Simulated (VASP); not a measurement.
# BaTiO3 (Cm) in VASP: single point with PBE+U

Aim: the single point of BaTiO3 with PBE+U.

Program: VASP 6.6.1. These are calculated values, not measurements. Logs are shortened: lines on timing, memory, paths and dates and some standing lists are left out, and cuts for length are marked.

## (1) The cell of the first run

Symmetry: Cm, No. 8, monoclinic system. The conventional cell has a = 5.772 Å, b = 5.747 Å, c = 4.008 Å, α = 90.00°, β = 90.00°, γ = 90.00°. Within 3.7 Å of Ba (site symmetry m) lie 12 O at 2.79 to 2.98 Å and 8 Ti at 3.46 to 3.57 Å. Ti (site symmetry m) has 6 O at 1.89 to 2.19 Å within 2.5 Å. Within 2.6 Å of O (site symmetry m) lie 2 Ti at 1.99 to 2.03 Å. O (site symmetry 1) has 2 Ti at 1.89 to 2.19 Å within 2.5 Å.

## (2) Single point, PBE+U (atom 3 (O) moved -0.020 Å towards its neighbour atom 2 (Ti) at 2.011 Å)

The input, INCAR:

```
PREC = Accurate
ENCUT = 520
EDIFF = 1E-6
ISMEAR = 0
SIGMA = 0.05
LREAL = False
LASPH = True
NELM = 150
ALGO = Normal
ISIF = 2
LWAVE = False
LCHARG = False
LMAXMIX = 4
LDAU = True
LDAUTYPE = 2
LDAUL = -1 2 -1
LDAUU = 0 4 0
LDAUJ = 0 0 0
LDAUPRINT = 1
GGA = PE
NBANDS = 28
```

The input, KPOINTS:

```
Automatic mesh
0
Gamma
  6 6 6
```

The input, POSCAR:

```
BaTiO3
1.0
    4.0082194746      0.0000000000      0.0000000000
    0.0000000000      2.8732814721      2.8859183788
    0.0000000000     -2.8732814721      2.8859183788
Ba Ti O
1 1 3
Direct
    0.0000000000      0.0080771845      0.0080771845
    0.5000000000      0.5197092871      0.5197092871
    0.0049735070      0.4913475025      0.4913475025
    0.5000000000      0.4938075372      0.9829991522
    0.5000000000      0.9829991522      0.4938075372
```

Potentials or basis: VASP PAW PBE potentials, release 64 (Ba_sv, Ti_sv, O).

Started as:

```bash
$ cat potpaw_PBE.64/Ba_sv/POTCAR potpaw_PBE.64/Ti_sv/POTCAR potpaw_PBE.64/O/POTCAR > POTCAR
$ mpirun -np 1 vasp_std > vasp.out
```

OUTCAR:

```text
PREC = Accurate
   ENCUT = 520
   EDIFF = 1E-6
   ISMEAR = 0
   LREAL = False
   LASPH = True
   NELM = 150
   ISIF = 2
   GGA = PE

 ion  position               nearest neighbor table
   1  0.000  0.008  0.008-   3 2.79   4 2.82   5 2.82   4 2.82   5 2.82   3 2.87   3 2.87   5 2.90
                             4 2.90   5 2.90   4 2.90   3 2.98   2 3.46   2 3.46   2 3.50   2 3.50
   2  0.500  0.520  0.520-   4 1.89   5 1.89   3 1.99   3 2.03   4 2.19   5 2.19   1 3.46   1 3.46
                             1 3.50   1 3.50   1 3.50   1 3.50   1 3.57   1 3.57
   3  0.005  0.491  0.491-   2 1.99   2 2.03   1 2.79   1 2.87   1 2.87   1 2.98
   4  0.500  0.494  0.983-   2 1.89   2 2.19   1 2.82   1 2.82   1 2.90   1 2.90
   5  0.500  0.983  0.494-   2 1.89   2 2.19   1 2.82   1 2.82   1 2.90   1 2.90

  LATTYP: Found a base centered orthorhombic cell.
 ALAT       =     5.7465629442
 B/A-ratio  =     1.0043980748
 C/A-ratio  =     0.6974985767

  Lattice vectors:

 A1 = (   0.0000000000,   2.8732814721,  -2.8859183788)
 A2 = (   0.0000000000,   2.8732814721,   2.8859183788)
 A3 = (   4.0082194746,   0.0000000000,   0.0000000000)

Analysis of symmetry for initial positions (statically):
=====================================================================
 Subroutine PRICEL returns:
 Original cell was already a primitive cell.

 Routine SETGRP: Setting up the symmetry group for a
 base centered orthorhombic supercell.

 Subroutine GETGRP returns: Found  2 space group operations
 (whereof  2 operations were pure point group operations)
 out of a pool of  8 trial point group operations.

The static configuration has the point symmetry C_1h.

Analysis of symmetry for dynamics (positions and initial velocities):
=====================================================================
 Subroutine PRICEL returns:
 Original cell was already a primitive cell.

 Routine SETGRP: Setting up the symmetry group for a
 base centered orthorhombic supercell.

 Subroutine GETGRP returns: Found  2 space group operations
 (whereof  2 operations were pure point group operations)
 out of a pool of  8 trial point group operations.

The dynamic configuration has the point symmetry C_1h.

 Subroutine INISYM returns: Found  2 space group operations
 (whereof  2 operations are pure point group operations),
 and found     1 'primitive' translations

----------------------------------------------------------------------------------------

                                     Primitive cell

  volume of cell :      66.4728

  direct lattice vectors                    reciprocal lattice vectors
     4.008219475  0.000000000  0.000000000     0.249487336  0.000000000  0.000000000
     0.000000000  2.873281472  2.885918379     0.000000000  0.174017062  0.173255073
     0.000000000 -2.873281472  2.885918379     0.000000000 -0.174017062  0.173255073

  length of vectors
     4.008219475  4.072379072  4.072379072     0.249487336  0.245559073  0.245559073

  position of ions in fractional coordinates (direct lattice)
     0.000000000  0.008077185  0.008077185
     0.500000000  0.519709287  0.519709287
     0.004973507  0.491347502  0.491347502
     0.500000000  0.493807537  0.982999152
     0.500000000  0.982999152  0.493807537

  ion indices of the primitive-cell ions
   primitive index   ion index
                 1           1
                 2           2
                 3           3
                 4           4
                 5           5

----------------------------------------------------------------------------------------

 KPOINTS: Automatic mesh

Automatic generation of k-mesh.
 Grid dimensions read from file:
[... 56 lines left out ...]
   PREC   = accura    normal or accurate (medium, high low for compatibility)
   ISTART =      0    job   : 0-new  1-cont  2-samecut
   ICHARG =      2    charge: 1-file 2-atom 10-const
   ISPIN  =      1    spin polarized calculation?
   LNONCOLLINEAR =      F non collinear calculations
   LSORBIT =      F    spin-orbit coupling
   LASPH  =      T    aspherical Exc in radial PAW
   ENCUT  =  520.0 eV  38.22 Ry    6.18 a.u.   7.45  7.57  7.57*2*pi/ulx,y,z
   NELM   =    150;   NELMIN=  2; NELMDL= -5     # of ELM steps
   EDIFF  = 0.1E-05   stopping-criterion for ELM
   LREAL  =      F    real-space projection
   EDIFFG = 0.1E-04   stopping-criterion for IOM
   NSW    =      0    number of steps for IOM
   IBRION =     -1    ionic relax: 0-MD 1-quasi-New 2-CG
   NFREE  =      0    steps in history (QN), initial steepest desc. (CG)
   ISIF   =      2    stress and relaxation
   ISYM   =      2    0-nonsym 1-usesym 2-fastsym
   POTIM  = 0.5000    time-step for ionic-motion
   TEBEG  =    0.0;   TEEND  =   0.0 temperature during run
   PSTRESS=    0.0 pullay stress
   NELECT =      40.0000    total number of electrons
   NUPDOWN=      -1.0000    fix difference up-down
   EMIN   =  10.00;   EMAX   =-10.00  energy-range for DOS
   EFERMI =   0.00;   METHOD = LEGACY
   ISMEAR =     0;   SIGMA  =   0.05  broadening in eV -4-tet -1-fermi 0-gaus
   EFERMI_NEDOS =   21; number of points for ismear=-14 and -15
   IALGO  =     38    algorithm
   IMIX   =      4    mixing-type and parameters
     AMIX     =   0.40;   BMIX     =  1.00
     AMIX_MAG =   1.60;   BMIX_MAG =  1.00
  volume/ion in A,a.u.               =      13.29        89.72
  Fermi-wavevector in a.u.,A,eV,Ry     =   1.382124  2.611835 25.990747  1.910266
  Thomas-Fermi vector in A             =   2.506844
   LORBIT       =      0    0 simple, 1 ext, 2 COOP (PROOUT), +10 PAW based schemes
 LDA+U is selected, type is set to LDAUTYPE =  2
   angular momentum for each species LDAUL =    -1    2   -1
   U (eV)           for each species LDAUU =   0.0  4.0  0.0
   J (eV)           for each species LDAUJ =   0.0  0.0  0.0
   GGA     = PE    functional components
   LHFCALC =     F    Hartree Fock is set to
   AEXX    =    0.0000 exact exchange contribution
   IVDW    =     0    specifies the selected vdW correction
   LEPSILON=     F    determine dielectric tensor
   LRPA    =     F    only Hartree local field effects (RPA)
 non-spin polarized calculation
 Gauss-broadening in eV      SIGMA  =   0.05
  energy-cutoff  :      520.00
  volume of cell :       66.47
 maximum number of plane-waves:      1811
 NGX is ok and might be reduce to    30
   NGX = 15   NGY = 15   NGZ = 15

atom =   2  type =  2  l = 2

 onsite density matrix

spin component  1

  0.1083  0.0005  0.0000  0.0000  0.0000
  0.0005  0.2428  0.0000  0.0000  0.0000
  0.0000  0.0000  0.1367 -0.0006 -0.0487
  0.0000  0.0000 -0.0006  0.1069  0.0012
  0.0000  0.0000 -0.0487  0.0012  0.2112

spin component  2

  0.1083  0.0005  0.0000  0.0000  0.0000
  0.0005  0.2428  0.0000  0.0000  0.0000
  0.0000  0.0000  0.1367 -0.0006 -0.0487
  0.0000  0.0000 -0.0006  0.1069  0.0012
  0.0000  0.0000 -0.0487  0.0012  0.2112

 occupancies and eigenvectors

  o =  0.1069  v =  0.0000  0.0000 -0.0027 -0.9999  0.0101  0.0000  0.0000  0.0000  0.0000  0.0000      0.0000  0.0000  0.0000  0.0000  0.0000  0.0000  0.0000  0.0000  0.0000  0.0000
  o =  0.1069  v =  0.0000  0.0000  0.0000  0.0000  0.0000  0.0000  0.0000 -0.0027 -0.9999  0.0101      0.0000  0.0000  0.0000  0.0000  0.0000  0.0000  0.0000  0.0000  0.0000  0.0000
  o =  0.1083  v =  0.0000  0.0000  0.0000  0.0000  0.0000 -1.0000  0.0041  0.0000  0.0000  0.0000      0.0000  0.0000  0.0000  0.0000  0.0000  0.0000  0.0000  0.0000  0.0000  0.0000
  o =  0.1083  v = -1.0000  0.0041  0.0000  0.0000  0.0000  0.0000  0.0000  0.0000  0.0000  0.0000      0.0000  0.0000  0.0000  0.0000  0.0000  0.0000  0.0000  0.0000  0.0000  0.0000
  o =  0.1126  v =  0.0000  0.0000  0.0000  0.0000  0.0000  0.0000  0.0000  0.8965  0.0021  0.4429      0.0000  0.0000  0.0000  0.0000  0.0000  0.0000  0.0000  0.0000  0.0000  0.0000
  o =  0.1126  v =  0.0000  0.0000  0.8965  0.0021  0.4429  0.0000  0.0000  0.0000  0.0000  0.0000      0.0000  0.0000  0.0000  0.0000  0.0000  0.0000  0.0000  0.0000  0.0000  0.0000
  o =  0.2353  v =  0.0000  0.0000 -0.4429  0.0103  0.8965  0.0000  0.0000  0.0000  0.0000  0.0000      0.0000  0.0000  0.0000  0.0000  0.0000  0.0000  0.0000  0.0000  0.0000  0.0000
  o =  0.2353  v =  0.0000  0.0000  0.0000  0.0000  0.0000  0.0000  0.0000 -0.4429  0.0103  0.8965      0.0000  0.0000  0.0000  0.0000  0.0000  0.0000  0.0000  0.0000  0.0000  0.0000
  o =  0.2428  v =  0.0041  1.0000  0.0000  0.0000  0.0000  0.0000  0.0000  0.0000  0.0000  0.0000      0.0000  0.0000  0.0000  0.0000  0.0000  0.0000  0.0000  0.0000  0.0000  0.0000
  o =  0.2428  v =  0.0000  0.0000  0.0000  0.0000  0.0000  0.0041  1.0000  0.0000  0.0000  0.0000      0.0000  0.0000  0.0000  0.0000  0.0000  0.0000  0.0000  0.0000  0.0000  0.0000

 number of electron      39.9999999 magnetization

 Free energy of the ion-electron system (eV)
  ---------------------------------------------------
  ext. energy  EPLUGINS =         0.00000000
  ---------------------------------------------------
  free energy    TOTEN  =       -37.30622007 eV

  energy without entropy =      -37.30622007  energy(sigma->0) =      -37.30622007

 E-fermi :   4.0812     XC(G=0): -11.0636

 val. band max:        3.6917387669   @ k =   0.5000   0.5000   0.5000
 cond. band min:       6.1874395460   @ k =   0.0000   0.0000   0.0000
 fundamental gap:      2.4957007791
 Fermi energy:         4.0812153025

 k-point     1 :       0.0000    0.0000    0.0000
  band No.  band energies     occupation
      1     -53.9452      2.00000
      2     -30.1391      2.00000
      3     -30.1291      2.00000
      4     -30.0950      2.00000
      5     -21.2454      2.00000
      6     -13.1712      2.00000
[... 733 lines left out ...]
     27      10.9864      0.00000
     28      11.9227      0.00000

 [... further k-points ...]

------------------------ aborting loop because EDIFF is reached ----------------------------------------

  FORCE on cell =-STRESS in cart. coord.  units (eV):
  Direction    XX          YY          ZZ          XY          YZ          ZX
  --------------------------------------------------------------------------------------
  -------------------------------------------------------------------------------------
  Total        1.3871728      1.5802979      1.4283416      0.0000000      0.0000000      0.0180556
  in kB       33.4347012     38.0895510     34.4269823      0.0000000      0.0000000      0.4351911
  external PRESSURE =      35.3170782 kB  Pullay stress =       0.0000000 kB

 VOLUME and BASIS-vectors are now :
 -----------------------------------------------------------------------------
  energy-cutoff  :      520.00
  volume of cell :       66.47
      direct lattice vectors                 reciprocal lattice vectors
     4.008219475  0.000000000  0.000000000     0.249487336  0.000000000  0.000000000
     0.000000000  2.873281472  2.885918379     0.000000000  0.174017062  0.173255073
     0.000000000 -2.873281472  2.885918379     0.000000000 -0.174017062  0.173255073

 POSITION                                       TOTAL-FORCE (eV/Angst)
 -----------------------------------------------------------------------------------
      0.00000      0.00000      0.04662         0.023636      0.000000     -0.045563
      2.00411      0.00000      2.99968         0.005296      0.000000     -0.587794
      0.01993      0.00000      2.83598        -0.189734      0.000000      0.019966
      2.00411     -1.40559      4.26194         0.080401     -0.303764      0.306696
      2.00411      1.40559      4.26194         0.080401      0.303764      0.306696
 -----------------------------------------------------------------------------------
    total drift:                                0.000666      0.000000     -0.000781

  FREE ENERGIE OF THE ION-ELECTRON SYSTEM (eV)
  ---------------------------------------------------
  free  energy   TOTEN  =       -37.3062200708 eV

  energy  without entropy=      -37.3062200708  energy(sigma->0) =      -37.30622007
```

It took 3.1 min on 1 thread of Intel Xeon 8259CL, shared host; peak memory 0.26 GiB.

Results:

```
Free energy            : -37.3062 eV
Pressure               : 3.5 GPa
Largest force          : 0.588 eV/Å
Band gap on the k mesh : 2.50 eV (least direct gap 2.92 eV)
```

Forces in eV/Å, atoms in the order of the input:
```
Ba   0.024  0.000 -0.046
Ti   0.005  0.000 -0.588
O   -0.190  0.000  0.020
O    0.080 -0.304  0.307
O    0.080  0.304  0.307
```

Stress tensor (GPa, compression positive):
```
3.34 0.00 0.04
0.00 3.81 0.00
0.04 0.00 3.44
```

Eigenvalues of the final occupation matrices:
```tsv
site	spin	trace	eigenvalues
site 2 d	1	0.81	0.11 0.11 0.11 0.24 0.24
site 2 d	2	0.81	0.11 0.11 0.11 0.24 0.24
```

Caveat: the cell differs from its parent crystal (atom 3 (O) moved -0.020 Å towards its neighbour atom 2 (Ti) at 2.011 Å); the cell stands under pressure; spin-orbit coupling is left out, which moves the levels of the heavy elements. A k mesh can miss the band edges.
